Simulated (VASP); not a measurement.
# Mn3Sn (Fm-3m) in VASP: single point with PBE

Aim: the single point of Mn3Sn with PBE.

All numbers are computed with VASP 6.6.1; they aren't measurements. Logs are shortened: lines on timing, memory, paths and dates and some standing lists are left out, and cuts for length are marked.

## (1) The cell of the first run

It takes space group Fm-3m (No. 225, cubic). Conventional cell: a = 6.133 Å, b = 6.133 Å, c = 6.133 Å, α = 90.00°, β = 90.00°, γ = 90.00°. Within 3.5 Å of Mn (site symmetry -43m) lie 10 Mn at 2.66 to 3.07 Å and 4 Sn at 2.66 Å. Within 3.5 Å of Mn (site symmetry m-3m) lie 8 Mn at 2.66 Å and 6 Sn at 3.07 Å. Sn (site symmetry m-3m) has 14 Mn at 2.66 to 3.07 Å within 3.5 Å.

## (2) Single point, PBE, collinear spin, ferromagnetic start

The input, INCAR:

```
SYSTEM = Mn3Sn
ALGO = Normal ; EDIFF = 1E-6
ENCUT = 520 ; GGA = PE
ISIF = 2 ; ISMEAR = 0
ISPIN = 2 ; LASPH = .TRUE.
LCHARG = .FALSE. ; LMAXMIX = 4
LORBIT = 11 ; LREAL = .FALSE.
LWAVE = .FALSE. ; MAGMOM = 3.07 3.07 1.64 0
NBANDS = 38 ; NELM = 150
PREC = Accurate ; SIGMA = 0.1
```

The input, KPOINTS:

```
k-points
0
G
  12 12 12
  0 0 0
```

The input, POSCAR:

```
Mn3Sn
1.0
    0.0000000000      3.0662651465      3.0662651465
    3.0662651465      0.0000000000      3.0662651465
    3.0662651465      3.0662651465      0.0000000000
Mn Sn
3 1
Direct
    0.7500000000      0.7500000000      0.7500000000
    0.2500000000      0.2500000000      0.2500000000
    0.5000000000      0.5000000000      0.5000000000
    0.0000000000      0.0000000000      0.0000000000
```

Potentials or basis: VASP PAW PBE potentials, release 64 (Mn_pv, Sn_d).

Command:

```
> cat potpaw_PBE.64/Mn_pv/POTCAR potpaw_PBE.64/Sn_d/POTCAR > POTCAR
> mpirun -np 1 vasp_std > vasp.out
```

OUTCAR:

```text
SYSTEM = Mn3Sn
   EDIFF = 1E-6
   ENCUT = 520
   GGA = PE
   ISIF = 2
   ISMEAR = 0
   ISPIN = 2
   LASPH = .TRUE.
   LORBIT = 11
   LREAL = .FALSE.
   NELM = 150
   PREC = Accurate

 ion  position               nearest neighbor table
   1  0.750  0.750  0.750-   3 2.66   3 2.66   3 2.66   4 2.66   4 2.66   4 2.66   4 2.66   3 2.66
                             2 3.07   2 3.07   2 3.07   2 3.07   2 3.07   2 3.07
   2  0.250  0.250  0.250-   4 2.66   4 2.66   4 2.66   3 2.66   3 2.66   3 2.66   4 2.66   3 2.66
                             1 3.07   1 3.07   1 3.07   1 3.07   1 3.07   1 3.07
   3  0.500  0.500  0.500-   2 2.66   2 2.66   2 2.66   1 2.66   1 2.66   1 2.66   2 2.66   1 2.66
                             4 3.07   4 3.07   4 3.07   4 3.07   4 3.07   4 3.07
   4  0.000  0.000  0.000-   1 2.66   1 2.66   1 2.66   2 2.66   2 2.66   2 2.66   2 2.66   1 2.66
                             3 3.07   3 3.07   3 3.07   3 3.07   3 3.07   3 3.07

  LATTYP: Found a face centered cubic cell.
 ALAT       =     6.1325302930

  Lattice vectors:

 A1 = (   0.0000000000,   3.0662651465,   3.0662651465)
 A2 = (   3.0662651465,   0.0000000000,   3.0662651465)
 A3 = (   3.0662651465,   3.0662651465,   0.0000000000)

Analysis of symmetry for initial positions (statically):
=====================================================================
 Subroutine PRICEL returns:
 Original cell was already a primitive cell.

 Routine SETGRP: Setting up the symmetry group for a
 face centered cubic supercell.

 Subroutine GETGRP returns: Found 48 space group operations
 (whereof 48 operations were pure point group operations)
 out of a pool of 48 trial point group operations.

The static configuration has the point symmetry O_h .

Analysis of symmetry for dynamics (positions and initial velocities):
=====================================================================
 Subroutine PRICEL returns:
 Original cell was already a primitive cell.

 Routine SETGRP: Setting up the symmetry group for a
 face centered cubic supercell.

 Subroutine GETGRP returns: Found 48 space group operations
 (whereof 48 operations were pure point group operations)
 out of a pool of 48 trial point group operations.

The dynamic configuration has the point symmetry O_h .

Analysis of structural, dynamic, and magnetic symmetry:
=====================================================================
 Subroutine PRICEL returns:
 Original cell was already a primitive cell.

 Routine SETGRP: Setting up the symmetry group for a
 face centered cubic supercell.

 Subroutine GETGRP returns: Found 48 space group operations
 (whereof 48 operations were pure point group operations)
 out of a pool of 48 trial point group operations.

The overall configuration has the point symmetry O_h .

 Subroutine INISYM returns: Found 48 space group operations
 (whereof 48 operations are pure point group operations),
 and found     1 'primitive' translations

----------------------------------------------------------------------------------------

                                     Primitive cell

  volume of cell :      57.6579

  direct lattice vectors                    reciprocal lattice vectors
     0.000000000  3.066265147  3.066265147    -0.163064828  0.163064828  0.163064828
     3.066265147  0.000000000  3.066265147     0.163064828 -0.163064828  0.163064828
     3.066265147  3.066265147  0.000000000     0.163064828  0.163064828 -0.163064828

  length of vectors
     4.336353756  4.336353756  4.336353756     0.282436568  0.282436568  0.282436568

  position of ions in fractional coordinates (direct lattice)
     0.750000000  0.750000000  0.750000000
     0.250000000  0.250000000  0.250000000
     0.500000000  0.500000000  0.500000000
     0.000000000  0.000000000  0.000000000

  ion indices of the primitive-cell ions
   primitive index   ion index
                 1           1
                 2           2
                 3           3
                 4           4

----------------------------------------------------------------------------------------

 KPOINTS: k-points

Automatic generation of k-mesh.
 Grid dimensions read from file:
 generate k-points for:   12   12   12

 Generating k-lattice:

  Cartesian coordinates                     Fractional coordinates (reciprocal lattice)
    -0.013588736  0.013588736  0.013588736     0.083333333  0.000000000  0.000000000
     0.013588736 -0.013588736  0.013588736     0.000000000  0.083333333  0.000000000
     0.013588736  0.013588736 -0.013588736     0.000000000  0.000000000  0.083333333

  Length of vectors
     0.023536381  0.023536381  0.023536381

  Shift w.r.t. Gamma in fractional coordinates (k-lattice)
     0.000000000  0.000000000  0.000000000

 Subroutine IBZKPT returns following result:
 ===========================================

 Found     72 irreducible k-points:

 Following reciprocal coordinates:
            Coordinates               Weight
  0.000000  0.000000  0.000000      1.000000
  0.083333  0.000000  0.000000      8.000000
  0.166667  0.000000  0.000000      8.000000
  0.250000  0.000000  0.000000      8.000000
  0.333333  0.000000  0.000000      8.000000
  0.416667  0.000000  0.000000      8.000000
[... 16 lines left out ...]
  0.500000  0.166667  0.000000     24.000000
 -0.416667  0.166667  0.000000     24.000000
 [... further k-points ...]
   k-points           NKPTS =     72   k-points in BZ     NKDIM =     72   number of bands    NBANDS=     38
   number of dos      NEDOS =    301   number of ions     NIONS =      4
   total plane-waves  NPLWV =  32768
   dimension x,y,z NGX =    32 NGY =   32 NGZ =   32
   dimension x,y,z NGXF=    64 NGYF=   64 NGZF=   64
   ions per type =               3   1
   NGX,Y,Z   is equivalent  to a cutoff of  12.27, 12.27, 12.27 a.u.
   NGXF,Y,Z  is equivalent  to a cutoff of  24.54, 24.54, 24.54 a.u.
 SYSTEM =  Mn3Sn
   PREC   = accura    normal or accurate (medium, high low for compatibility)
   ISTART =      0    job   : 0-new  1-cont  2-samecut
   ICHARG =      2    charge: 1-file 2-atom 10-const
   ISPIN  =      2    spin polarized calculation?
   LNONCOLLINEAR =      F non collinear calculations
   LSORBIT =      F    spin-orbit coupling
   LASPH  =      T    aspherical Exc in radial PAW
   ENCUT  =  520.0 eV  38.22 Ry    6.18 a.u.   8.06  8.06  8.06*2*pi/ulx,y,z
   NELM   =    150;   NELMIN=  2; NELMDL= -5     # of ELM steps
   EDIFF  = 0.1E-05   stopping-criterion for ELM
   LREAL  =      F    real-space projection
[... 7 lines left out ...]
   TEBEG  =    0.0;   TEEND  =   0.0 temperature during run
   PSTRESS=    0.0 pullay stress
   NELECT =      53.0000    total number of electrons
   NUPDOWN=      -1.0000    fix difference up-down
   EMIN   =  10.00;   EMAX   =-10.00  energy-range for DOS
   EFERMI =   0.00;   METHOD = LEGACY
   ISMEAR =     0;   SIGMA  =   0.10  broadening in eV -4-tet -1-fermi 0-gaus
   EFERMI_NEDOS =   21; number of points for ismear=-14 and -15
   IALGO  =     38    algorithm
   IMIX   =      4    mixing-type and parameters
     AMIX     =   0.40;   BMIX     =  1.00
     AMIX_MAG =   1.60;   BMIX_MAG =  1.00
  volume/ion in A,a.u.               =      14.41        97.27
  Fermi-wavevector in a.u.,A,eV,Ry     =   1.591770  3.008010 34.473529  2.533733
  Thomas-Fermi vector in A             =   2.690259
   LORBIT       =     11    0 simple, 1 ext, 2 COOP (PROOUT), +10 PAW based schemes
   GGA     = PE    functional components
   LHFCALC =     F    Hartree Fock is set to
   AEXX    =    0.0000 exact exchange contribution
   IVDW    =     0    specifies the selected vdW correction
   LEPSILON=     F    determine dielectric tensor
   LRPA    =     F    only Hartree local field effects (RPA)
 spin polarized calculation
 Gauss-broadening in eV      SIGMA  =   0.10
  energy-cutoff  :      520.00
  volume of cell :       57.66
 maximum number of plane-waves:      1588
   NGX = 17   NGY = 17   NGZ = 17

 number of electron      53.0000038 magnetization       7.1444560

 Free energy of the ion-electron system (eV)
  ---------------------------------------------------
  ext. energy  EPLUGINS =         0.00000000
  ---------------------------------------------------
  free energy    TOTEN  =       -29.90867740 eV

  energy without entropy =      -29.89302379  energy(sigma->0) =      -29.90085060

 E-fermi :   9.9098     XC(G=0): -12.6380

 val. band max:        9.8960533385   @ k =  -0.3333   0.5000   0.1667
 cond. band min:       9.9136010492   @ k =  -0.3333   0.3333   0.0833
 fundamental gap:      0.0175477107
 Fermi energy:         9.9097848551

 spin component 1

 k-point     1 :       0.0000    0.0000    0.0000
  band No.  band energies     occupation
      1     -39.2294      1.00000
      2     -39.2294      1.00000
      3     -39.2294      1.00000
      4     -39.1991      1.00000
      5     -39.1991      1.00000
      6     -39.1991      1.00000
[... 30 lines left out ...]
     37      15.3597      0.00000
     38      16.8814      0.00000

 k-point     2 :       0.0833    0.0000    0.0000
  band No.  band energies     occupation
      1     -39.2296      1.00000
      2     -39.2290      1.00000
      3     -39.2290      1.00000
      4     -39.1996      1.00000
      5     -39.1996      1.00000
      6     -39.1989      1.00000
[... 30 lines left out ...]
     37      15.3595      0.00000
     38      16.9471      0.00000

 k-point     3 :       0.1667    0.0000    0.0000
  band No.  band energies     occupation
      1     -39.2297      1.00000
      2     -39.2279      1.00000
      3     -39.2279      1.00000
      4     -39.2013      1.00000
      5     -39.2013      1.00000
      6     -39.1988      1.00000
[... 30 lines left out ...]
     37      15.5288      0.00000
[... 781 lines left out ...]
 k-point    23 :       0.5000    0.1667    0.0000
  band No.  band energies     occupation
      1     -39.2303      1.00000
      2     -39.2298      1.00000
      3     -39.2253      1.00000
      4     -39.2043      1.00000
      5     -39.2020      1.00000
      6     -39.1996      1.00000
[... 30 lines left out ...]
     37      17.8761      0.00000
     38      18.2195      0.00000

 k-point    24 :      -0.4167    0.1667    0.0000
  band No.  band energies     occupation
      1     -39.2334      1.00000
      2     -39.2258      1.00000
      3     -39.2206      1.00000
      4     -39.2094      1.00000
      5     -39.2058      1.00000
      6     -39.1963      1.00000
[... 30 lines left out ...]
     37      18.1832      0.00000
     38      19.3637      0.00000

 [... further k-points ...]

 spin component 2

 k-point     1 :       0.0000    0.0000    0.0000
  band No.  band energies     occupation
      1     -36.6428      1.00000
      2     -36.6428      1.00000
      3     -36.6428      1.00000
      4     -36.2453      1.00000
      5     -36.2453      1.00000
      6     -36.2453      1.00000
[... 30 lines left out ...]
     37      15.9965      0.00000
     38      17.6474      0.00000

 k-point     2 :       0.0833    0.0000    0.0000
  band No.  band energies     occupation
      1     -36.6434      1.00000
      2     -36.6434      1.00000
      3     -36.6430      1.00000
      4     -36.2443      1.00000
      5     -36.2443      1.00000
      6     -36.2431      1.00000
[... 30 lines left out ...]
     37      15.9555      0.00000
     38      17.7699      0.00000

 k-point     3 :       0.1667    0.0000    0.0000
  band No.  band energies     occupation
      1     -36.6447      1.00000
      2     -36.6447      1.00000
      3     -36.6431      1.00000
      4     -36.2411      1.00000
      5     -36.2411      1.00000
      6     -36.2369      1.00000
[... 30 lines left out ...]
     37      15.9600      0.00000
[... 781 lines left out ...]
 k-point    23 :       0.5000    0.1667    0.0000
  band No.  band energies     occupation
      1     -36.6525      1.00000
      2     -36.6496      1.00000
      3     -36.6416      1.00000
      4     -36.2353      1.00000
      5     -36.2245      1.00000
      6     -36.2228      1.00000
[... 30 lines left out ...]
     37      18.6745      0.00000
     38      18.9841      0.00000

 k-point    24 :      -0.4167    0.1667    0.0000
  band No.  band energies     occupation
      1     -36.6518      1.00000
      2     -36.6489      1.00000
      3     -36.6432      1.00000
      4     -36.2358      1.00000
      5     -36.2244      1.00000
      6     -36.2204      1.00000
[... 30 lines left out ...]
     37      18.9132      0.00000
     38      20.0698      0.00000

 [... further k-points ...]
[... 5 lines left out ...]
  --------------------------------------------------------------------------------------
  -------------------------------------------------------------------------------------
  Total        0.0299938      0.0299938      0.0299938      0.0000000      0.0000000     -0.0000000
  in kB        0.8334571      0.8334571      0.8334571      0.0000000      0.0000000     -0.0000000
  external PRESSURE =       0.8334571 kB  Pullay stress =       0.0000000 kB

 VOLUME and BASIS-vectors are now :
 -----------------------------------------------------------------------------
  energy-cutoff  :      520.00
  volume of cell :       57.66
      direct lattice vectors                 reciprocal lattice vectors
     0.000000000  3.066265147  3.066265147    -0.163064828  0.163064828  0.163064828
     3.066265147  0.000000000  3.066265147     0.163064828 -0.163064828  0.163064828
     3.066265147  3.066265147  0.000000000     0.163064828  0.163064828 -0.163064828

 POSITION                                       TOTAL-FORCE (eV/Angst)
 -----------------------------------------------------------------------------------
      4.59940      4.59940      4.59940        -0.000000     -0.000000     -0.000000
      1.53313      1.53313      1.53313         0.000000      0.000000      0.000000
      3.06627      3.06627      3.06627         0.000000     -0.000000      0.000000
      0.00000      0.00000      0.00000         0.000000     -0.000000      0.000000
 -----------------------------------------------------------------------------------
    total drift:                                0.000000     -0.000000      0.000000

  FREE ENERGIE OF THE ION-ELECTRON SYSTEM (eV)
  ---------------------------------------------------
  free  energy   TOTEN  =       -29.9086774000 eV

  energy  without entropy=      -29.8930237926  energy(sigma->0) =      -29.90085060

 total charge

# of ion       s       p       d       tot
------------------------------------------
    1        0.301   6.272   5.121  11.694
    2        0.301   6.272   5.121  11.694
    3        0.315   6.233   5.133  11.681
    4        1.085   1.405  10.083  12.573
--------------------------------------------------
tot          2.001  20.181  25.459  47.642

 magnetization (x)

# of ion       s       p       d       tot
------------------------------------------
    1        0.019   0.002   2.798   2.819
    2        0.019   0.002   2.798   2.819
    3       -0.021  -0.004   1.526   1.501
    4       -0.017  -0.112   0.014  -0.115
--------------------------------------------------
tot         -0.001  -0.112   7.137   7.024
```

It took 1.7 min on 1 thread of Intel Xeon 6975P-C (Granite Rapids), shared host; peak memory 0.36 GiB.

What came out:

```yaml
Free_energy: -29.9087 eV
Pressure: 0.1 GPa
Net_moment: 7.14 μB per cell
Site_moments: Mn +2.82, +1.50; Sn -0.12 μB
Valence_electrons_inside_the_program's_atomic_spheres: Mn 11.69, 11.68; Sn 12.57
```

Caveat: spin-orbit coupling is left out, which moves the levels of the heavy elements.
